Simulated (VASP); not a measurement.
Write the native input for VASP 6.6.1 that does the following.

| Property | Result |
| --- | --- |
| Task | single point |
| Functional | PBEsol |
| Potentials or basis | VASP PAW PBE potentials, release 64 (Au) |
| Cutoff | 520 eV |
| k mesh | 20 × 20 × 20 |
| Occupations | gaussian, width 0.15 eV |
| Spin | no spin polarisation |
| Dipole correction | no |
| Further INCAR settings | ALGO = Fast; EDIFF = 1e-07; NBANDS = 12 |

The structure of Au lies in POSCAR:

```
Au
1.0
    0.0000000000      2.0403862500      2.0455000000
    2.0506137500      0.0000000000      2.0455000000
    2.0506137500      2.0403862500      0.0000000000
Au
1
Direct
    0.0000000000      0.0000000000      0.0000000000
```

This cell differs from its parent crystal: strain +0.0025 x Voigt [1, -1, 0, 0, 0, 0].

These files were run (other wordings do the same):

INCAR

```
PREC     = Accurate       # precision mode
ENCUT    = 520            # plane-wave cutoff, eV
EDIFF    = 1E-7           # SCF threshold, eV
ISMEAR   = 0              # smearing method
SIGMA    = 0.15           # smearing width, eV
LREAL    = F              # projectors in reciprocal space
LASPH    = T              # aspherical terms in the spheres
NELM     = 80             # most SCF steps
ALGO     = Fast           # electronic algorithm
ISIF     = 2              # what is computed and relaxed
LWAVE    = F              # write WAVECAR
LCHARG   = T              # write CHGCAR
GGA      = PS             # functional
LELF     = T              # ELF
LVHAR    = T            
NBANDS   = 12             # bands
```

KPOINTS

```
Automatic mesh
0
Gamma
  20 20 20
```

Potentials or basis: VASP PAW PBE potentials, release 64 (Au).

Launch:

```sh
$ cat potpaw_PBE.64/Au/POTCAR > POTCAR
$ mpirun -np 1 vasp_std > vasp.out
```

It gave:

```
Pressure : -1.2 GPa
```

Caveat: the cell differs from its parent crystal (strain +0.0025 x Voigt [1, -1, 0, 0, 0, 0]); the PAW data sets were made with another functional, which shifts forces and pressure a little.

Wall time 3.6 min on 1 thread of Intel(R) Xeon(R) Platinum 8375C CPU @ 2.90GHz (Ice Lake) (shared host), peak memory 0.34 GiB.
